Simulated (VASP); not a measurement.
# BeC (P6_3/mmc) in VASP: a series of runs, part 2 of 3

VASP 6.6.1. Earlier steps stand in the parts before.

## Step 3: Relaxation of cell and atoms, PBE

Input file INCAR:

```
SYSTEM = BeC
  PREC = Accurate
  ENCUT = 600
  EDIFF = 1E-7
  ISMEAR = 0
  SIGMA = 0.1
  LREAL = .False.
  LASPH = .True.
  NELM = 100
  ALGO = Normal
  ISIF = 3
  LWAVE = .False.
  LCHARG = .False.
  GGA = PE
  IBRION = 2
  NSW = 100
  EDIFFG = -0.01
```

Input file KPOINTS:

```
Automatic mesh
0
Gamma
  18 18 12
  0 0 0
```

Input file POSCAR:

```
BeC
1.0
    3.1875668741      0.0000000000      0.0000000000
   -1.5937834370      2.7605138892      0.0000000000
    0.0000000000      0.0000000000      3.6975262318
Be C
2 2
Direct
    0.3333333333      0.6666666667      0.7500000000
    0.6666666667      0.3333333333      0.2500000000
    0.3333333333      0.6666666667      0.2500000000
    0.6666666667      0.3333333333      0.7500000000
```

Potentials or basis: VASP PAW PBE potentials, release 64 (Be, C).

Command:

```sh
$ cat potpaw_PBE.64/Be/POTCAR potpaw_PBE.64/C/POTCAR > POTCAR
$ mpirun -np 1 vasp_std > vasp.out
```

It took 99 s on 1 thread of Intel Xeon 6975P-C (Granite Rapids), shared host; peak memory 0.23 GiB.

Results (log left out):

| Item | Value |
| --- | --- |
| Free energy | -21.4768 eV |
| Relaxed volume | 8.16 Å³/atom |
| Relaxed cell | a = 3.196 Å, b = 3.196 Å, c = 3.690 Å, α = 90.00°, β = 90.00°, γ = 120.00° |
| Space group after relaxing (to 0.05 Å) | P6_3/mmc (No. 194) |
| Energy gained by relaxing | 0.1 meV/atom |
| Ionic steps | 3 |
| Pressure after relaxing | -0.1 GPa |
| Band gap on the k mesh | zero (band 6 reaches 6.64 eV, above the bottom of band 7 at 4.07 eV) |

Stress tensor (GPa, compression positive):
```
-0.11  0.00  0.00
 0.00 -0.11  0.00
 0.00  0.00 -0.19
```

Step by step:
| step | energy change (eV) | largest force (eV/Å) | pressure (GPa) | volume (Å³) |
| --- | --- | --- | --- | --- |
| 1 | 0.0000 | 0.0000 | 0.22 | 32.54 |
| 2 | -0.0003 | 0.0000 | 0.03 | 32.59 |
| 3 | -0.0003 | 0.0000 | -0.14 | 32.64 |

Final structure:
```yaml
crystal:
  lattice:
    - [3.19584, 0.00000, 0.00000]
    - [-1.59792, 2.76768, 0.00000]
    - [0.00000, 0.00000, 3.69011]
  atoms:
    - { symbol: Be, position: [0.33333, 0.66667, 0.75000] }
    - { symbol: Be, position: [0.66667, 0.33333, 0.25000] }
    - { symbol: C, position: [0.33333, 0.66667, 0.25000] }
    - { symbol: C, position: [0.66667, 0.33333, 0.75000] }
```

Levels at points of the mesh, in eV from the Fermi level:
| k point | band 4 | band 5 | band 6 | band 7 | band 8 | band 9 |
| --- | --- | --- | --- | --- | --- | --- |
| (0.00, 0.00, 0.00) | -1.97 | -1.97 | 1.74 | 1.74 | 2.20 | 7.71 |
| (0.50, 0.00, 0.00) | -3.83 | -3.12 | -1.50 | -0.82 | 1.53 | 6.31 |
| (0.00, 0.00, 0.50) | -0.20 | -0.20 | -0.20 | 0.34 | 0.34 | 8.74 |
| (0.50, 0.00, 0.50) | -5.77 | -1.73 | -1.73 | 1.66 | 1.66 | 9.13 |

## Step 4: Single point, PBE

Input file INCAR:

```
  ALGO = Normal
  EDIFF = 1E-6
  ENCUT = 520
  GGA = PE
  ISIF = 2
  ISMEAR = 0
  LASPH = True
  LCHARG = False
  LREAL = False
  LWAVE = False
  NBANDS = 14
  NELM = 100
  PREC = Accurate
  SIGMA = 0.1
```

Input file KPOINTS:

```
k-points
0
Gamma
  6 6 6
```

POSCAR: that of step 3 with these lines changed.

```diff
@@ -3,3 +3,3 @@
     3.1875668741      0.0000000000      0.0000000000
-   -1.5937834370      2.7605138892      0.0000000000
+   -1.5937834371      2.7605138892      0.0000000000
     0.0000000000      0.0000000000      3.6975262318
```

Potentials or basis: VASP PAW PBE potentials, release 64 (Be, C).

Command:

```sh
$ cat potpaw_PBE.64/Be/POTCAR potpaw_PBE.64/C/POTCAR > POTCAR
$ mpirun -np 1 vasp_std > vasp.out
```

OUTCAR:

```text
EDIFF = 1E-6
   ENCUT = 520
   GGA = PE
   ISIF = 2
   ISMEAR = 0
   LASPH = True
   LREAL = False
   NELM = 100
   PREC = Accurate

 ion  position               nearest neighbor table
   1  0.333  0.667  0.750-   4 1.84   4 1.84   4 1.84   3 1.85   3 1.85
   2  0.667  0.333  0.250-   3 1.84   3 1.84   3 1.84   4 1.85   4 1.85
   3  0.333  0.667  0.250-   2 1.84   2 1.84   2 1.84   1 1.85   1 1.85
   4  0.667  0.333  0.750-   1 1.84   1 1.84   1 1.84   2 1.85   2 1.85

  LATTYP: Found a hexagonal cell.
 ALAT       =     3.1875668741
 C/A-ratio  =     1.1599838930

  Lattice vectors:

 A1 = (   3.1875668741,   0.0000000000,   0.0000000000)
 A2 = (  -1.5937834371,   2.7605138892,   0.0000000000)
 A3 = (   0.0000000000,   0.0000000000,   3.6975262318)

Analysis of symmetry for initial positions (statically):
=====================================================================
 Subroutine PRICEL returns:
 Original cell was already a primitive cell.

 Routine SETGRP: Setting up the symmetry group for a
 hexagonal supercell.

 Subroutine GETGRP returns: Found 24 space group operations
 (whereof 12 operations were pure point group operations)
 out of a pool of 24 trial point group operations.

The static configuration has the point symmetry D_3d.
 The point group associated with its full space group is D_6h.

Analysis of symmetry for dynamics (positions and initial velocities):
=====================================================================
 Subroutine PRICEL returns:
 Original cell was already a primitive cell.

 Routine SETGRP: Setting up the symmetry group for a
 hexagonal supercell.

 Subroutine GETGRP returns: Found 24 space group operations
 (whereof 12 operations were pure point group operations)
 out of a pool of 24 trial point group operations.

The dynamic configuration has the point symmetry D_3d.
 The point group associated with its full space group is D_6h.

 Subroutine INISYM returns: Found 24 space group operations
 (whereof 12 operations are pure point group operations),
 and found     1 'primitive' translations

----------------------------------------------------------------------------------------

                                     Primitive cell

  volume of cell :      32.5357

  direct lattice vectors                    reciprocal lattice vectors
     3.187566874  0.000000000  0.000000000     0.313718908  0.181125696  0.000000000
    -1.593783437  2.760513889  0.000000000     0.000000000  0.362251392  0.000000000
     0.000000000  0.000000000  3.697526232     0.000000000  0.000000000  0.270451090

  length of vectors
     3.187566874  3.187566874  3.697526232     0.362251392  0.362251392  0.270451090

  position of ions in fractional coordinates (direct lattice)
     0.333333333  0.666666667  0.750000000
     0.666666667  0.333333333  0.250000000
     0.333333333  0.666666667  0.250000000
     0.666666667  0.333333333  0.750000000

  ion indices of the primitive-cell ions
   primitive index   ion index
                 1           1
                 2           2
                 3           3
                 4           4

----------------------------------------------------------------------------------------
[... 54 lines left out ...]
   total plane-waves  NPLWV =  16128
   dimension x,y,z NGX =    24 NGY =   24 NGZ =   28
   dimension x,y,z NGXF=    48 NGYF=   48 NGZF=   56
   ions per type =               2   2
   NGX,Y,Z   is equivalent  to a cutoff of  12.52, 12.52, 12.59 a.u.
   NGXF,Y,Z  is equivalent  to a cutoff of  25.03, 25.03, 25.18 a.u.
 SYSTEM =  unknown system
   PREC   = accura    normal or accurate (medium, high low for compatibility)
   ISTART =      0    job   : 0-new  1-cont  2-samecut
   ICHARG =      2    charge: 1-file 2-atom 10-const
   ISPIN  =      1    spin polarized calculation?
   LNONCOLLINEAR =      F non collinear calculations
   LSORBIT =      F    spin-orbit coupling
   LASPH  =      T    aspherical Exc in radial PAW
   ENCUT  =  520.0 eV  38.22 Ry    6.18 a.u.   5.93  5.93  6.87*2*pi/ulx,y,z
   NELM   =    100;   NELMIN=  2; NELMDL= -5     # of ELM steps
   EDIFF  = 0.1E-05   stopping-criterion for ELM
   LREAL  =      F    real-space projection
   EDIFFG = 0.1E-04   stopping-criterion for IOM
   NSW    =      0    number of steps for IOM
   IBRION =     -1    ionic relax: 0-MD 1-quasi-New 2-CG
   NFREE  =      0    steps in history (QN), initial steepest desc. (CG)
   ISIF   =      2    stress and relaxation
   ISYM   =      2    0-nonsym 1-usesym 2-fastsym
   POTIM  = 0.5000    time-step for ionic-motion
   TEBEG  =    0.0;   TEEND  =   0.0 temperature during run
   PSTRESS=    0.0 pullay stress
   NELECT =      12.0000    total number of electrons
   NUPDOWN=      -1.0000    fix difference up-down
   EMIN   =  10.00;   EMAX   =-10.00  energy-range for DOS
   EFERMI =   0.00;   METHOD = LEGACY
   ISMEAR =     0;   SIGMA  =   0.10  broadening in eV -4-tet -1-fermi 0-gaus
   EFERMI_NEDOS =   21; number of points for ismear=-14 and -15
   IALGO  =     38    algorithm
   IMIX   =      4    mixing-type and parameters
     AMIX     =   0.40;   BMIX     =  1.00
     AMIX_MAG =   1.60;   BMIX_MAG =  1.00
  volume/ion in A,a.u.               =       8.13        54.89
  Fermi-wavevector in a.u.,A,eV,Ry     =   1.174037  2.218608 18.753762  1.378363
  Thomas-Fermi vector in A             =   2.310440
   LORBIT       =      0    0 simple, 1 ext, 2 COOP (PROOUT), +10 PAW based schemes
   GGA     = PE    functional components
   LHFCALC =     F    Hartree Fock is set to
   AEXX    =    0.0000 exact exchange contribution
   IVDW    =     0    specifies the selected vdW correction
   LEPSILON=     F    determine dielectric tensor
   LRPA    =     F    only Hartree local field effects (RPA)
 non-spin polarized calculation
 Gauss-broadening in eV      SIGMA  =   0.10
  energy-cutoff  :      520.00
  volume of cell :       32.54
 maximum number of plane-waves:       888
 NGX is ok and might be reduce to    24
   NGX = 11   NGY = 11   NGZ = 13

 number of electron      12.0000001 magnetization

 Free energy of the ion-electron system (eV)
  ---------------------------------------------------
  ext. energy  EPLUGINS =         0.00000000
  ---------------------------------------------------
  free energy    TOTEN  =       -21.47478048 eV

  energy without entropy =      -21.46762660  energy(sigma->0) =      -21.47120354

 E-fermi :   4.9427     XC(G=0): -10.8689

 val. band max:        4.8401882127   @ k =   0.3333   0.0000   0.3333
 cond. band min:       4.9882291943   @ k =   0.3333   0.1667   0.1667
 fundamental gap:      0.1480409816
 Fermi energy:         4.9427121299

 k-point     1 :       0.0000    0.0000    0.0000
  band No.  band energies     occupation
      1      -9.1705      2.00000
      2      -1.9802      2.00000
      3      -1.3871      2.00000
      4       2.9830      2.00000
      5       2.9830      2.00000
      6       6.6683      0.00000
      7       6.6683      0.00000
      8       7.1650      0.00000
      9      12.6897      0.00000
     10      13.0459      0.00000
     11      13.0459      0.00000
     12      15.0916      0.00000
     13      17.6068      0.00000
     14      17.6068      0.00000
[... 377 lines left out ...]
      1      -6.1202      2.00000
      2      -6.1202      2.00000
      3       0.3205      2.00000
      4       0.3205      2.00000
      5       3.5068      2.00000
      6       3.5068      2.00000
      7       6.6150      0.00000
      8       6.6150      0.00000
      9      13.5611      0.00000
     10      13.5611      0.00000
     11      16.4558      0.00000
     12      16.4558      0.00000
     13      17.8853      0.00000
     14      17.8853      0.00000

 [... further k-points ...]

------------------------ aborting loop because EDIFF is reached ----------------------------------------

  FORCE on cell =-STRESS in cart. coord.  units (eV):
  Direction    XX          YY          ZZ          XY          YZ          ZX
  --------------------------------------------------------------------------------------
  -------------------------------------------------------------------------------------
  Total        0.0344296      0.0344296      0.0703985     -0.0000000     -0.0000000     -0.0000000
  in kB        1.6954381      1.6954381      3.4666778     -0.0000000     -0.0000000     -0.0000000
  external PRESSURE =       2.2858513 kB  Pullay stress =       0.0000000 kB

 VOLUME and BASIS-vectors are now :
 -----------------------------------------------------------------------------
  energy-cutoff  :      520.00
  volume of cell :       32.54
      direct lattice vectors                 reciprocal lattice vectors
     3.187566874  0.000000000  0.000000000     0.313718908  0.181125696  0.000000000
    -1.593783437  2.760513889  0.000000000     0.000000000  0.362251392  0.000000000
     0.000000000  0.000000000  3.697526232     0.000000000  0.000000000  0.270451090

 POSITION                                       TOTAL-FORCE (eV/Angst)
 -----------------------------------------------------------------------------------
     -0.00000      1.84034      2.77314        -0.000000      0.000000      0.000000
      1.59378      0.92017      0.92438         0.000000     -0.000000      0.000000
     -0.00000      1.84034      0.92438        -0.000000      0.000000      0.000000
      1.59378      0.92017      2.77314         0.000000      0.000000      0.000000
 -----------------------------------------------------------------------------------
    total drift:                                0.000000     -0.000000      0.000000

  FREE ENERGIE OF THE ION-ELECTRON SYSTEM (eV)
  ---------------------------------------------------
  free  energy   TOTEN  =       -21.4747804787 eV

  energy  without entropy=      -21.4676265964  energy(sigma->0) =      -21.47120354
```

It took 5 s on 1 thread of Intel Xeon 6975P-C (Granite Rapids), shared host; peak memory 0.13 GiB.

Results:

```yaml
Free_energy: -21.4748 eV
Pressure: 0.2 GPa
Band_gap_on_the_k_mesh: zero (band 6 reaches 6.67 eV, above the bottom of band 7 at 4.06 eV)
```

Levels at points of the mesh, in eV from the Fermi level:
```csv
k point,band 2,band 3,band 4,band 5,band 6,band 7,band 8,band 9,band 10,band 11
"(0.00, 0.00, 0.00)",-6.92,-6.33,-1.96,-1.96,1.73,1.73,2.22,7.75,8.10,8.10
"(0.50, 0.00, 0.00)",-10.08,-3.91,-3.83,-3.16,-1.51,-0.89,1.49,6.32,12.02,12.85
"(0.00, 0.00, 0.50)",-12.20,-0.20,-0.20,-0.20,-0.20,0.33,0.33,8.77,8.77,8.77
"(0.50, 0.00, 0.50)",-10.46,-5.80,-5.80,-1.75,-1.75,1.64,1.64,9.13,9.13,11.63
```

Caveat: the k points lie up to 0.38 Å⁻¹ apart.

[end of part 2 of 3]
